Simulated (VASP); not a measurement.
**TiC2: single point with PBE**

The system is TiC2.

```
CELL_PARAMETERS angstrom
0.00000 3.62018 3.74661
2.10449 0.00000 3.74661
2.10449 3.62018 0.00000
ATOMIC_POSITIONS crystal
Ti 0.75000 0.75000 0.75000
Ti 0.50000 0.50000 0.50000
C 0.08682 0.41318 0.08682
C 0.41318 0.08682 0.41318
C 0.16318 0.83682 0.16318
C 0.83682 0.16318 0.83682
```

| Item | Value |
| --- | --- |
| Program | VASP 6.6.1 |
| Task | single point |
| Functional | PBE |
| Potentials or basis | VASP PAW PBE potentials, release 64 (Ti_sv, C) |
| Cutoff | 520 eV |
| k mesh | 6 × 6 × 6 |
| Occupations | gaussian, width 0.1 eV |
| Spin | no spin polarisation |

The pressure is -19.3 GPa, the largest force is 0.356 eV/Å and the band gap on the k mesh is zero (bands 20 and 21 overlap by 1.87 eV).

Forces in eV/Å, atoms in the order of the input:
```
Ti   0.000  0.000  0.000
Ti   0.000  0.000  0.000
C    0.000  0.356  0.000
C    0.000 -0.356  0.000
C    0.000 -0.356  0.000
C    0.000  0.356  0.000
```

Stress tensor (GPa, compression positive):
```
-14.61   0.00   0.00
  0.00  -4.45   0.00
  0.00   0.00 -38.78
```

Levels at points of the mesh, in eV from the Fermi level:
| k point | band 16 | band 17 | band 18 | band 19 | band 20 | band 21 | band 22 | band 23 | band 24 | band 25 |
| --- | --- | --- | --- | --- | --- | --- | --- | --- | --- | --- |
| (0.00, 0.00, 0.00) | -2.50 | -2.33 | -1.96 | -1.55 | -1.13 | -0.74 | 2.41 | 3.21 | 3.85 | 4.28 |
| (0.50, 0.00, 0.00) | -2.58 | -2.39 | -1.23 | -0.02 | 0.47 | 0.81 | 1.13 | 1.89 | 2.11 | 2.65 |
| (0.50, 0.50, 0.00) | -3.35 | -1.73 | -1.73 | -0.32 | -0.32 | 0.78 | 0.78 | 2.32 | 2.32 | 3.80 |
| (0.50, 0.00, 0.50) | -2.57 | -2.32 | -2.32 | -1.20 | -1.20 | 1.39 | 1.39 | 3.30 | 3.30 | 3.59 |
| (0.00, 0.50, 0.50) | -2.01 | -1.62 | -1.62 | -0.60 | -0.60 | 1.30 | 1.30 | 2.02 | 2.02 | 2.96 |

Wall time 36 s on 1 thread of Intel(R) Xeon(R) 6975P-C (Granite Rapids) (shared host), peak memory 0.22 GiB.

Caveat: the cell stands under tension.
